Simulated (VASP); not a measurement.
The system is WSe2.

```
CELL_PARAMETERS angstrom
1.65107 0.95325 6.92508
-1.65107 0.95325 6.92508
0.00000 -1.90650 6.92508
ATOMIC_POSITIONS crystal
W 0.99999 0.99999 0.99999
Se 0.41362 0.41362 0.41362
Se 0.25306 0.25306 0.25306
```

This cell differs from its parent crystal: uniaxial z strain +5.2%.

Base run:

```yaml
Program: VASP 6.6.1
Functional: r2SCAN
Potentials_or_basis: VASP PAW PBE potentials, release 64 (W_sv, Se)
Cutoff: 520 eV
k_mesh: 10 × 10 × 10
Occupations: gaussian, width 0.01 eV
Spin: no spin polarisation
```

Its results: band gap on the k mesh 1.44 eV, indirect (least direct gap 1.99 eV); pressure 0.8 GPa; largest force 0.013 eV/Å.

The run is repeated on the same cell with these changes: functional from r2SCAN to PBE; occupations from gaussian, width 0.01 eV to fermi-dirac, width 0.02 eV. What comes out?

Band gap on the k mesh 1.31 eV, indirect (least direct gap 1.87 eV); pressure 2.8 GPa; largest force 0.317 eV/Å.

Caveats: spin-orbit coupling is left out, which moves the levels of the heavy elements; the PAW data sets were made with another functional, which shifts forces and pressure a little (some runs).

A k mesh can miss the band edges.
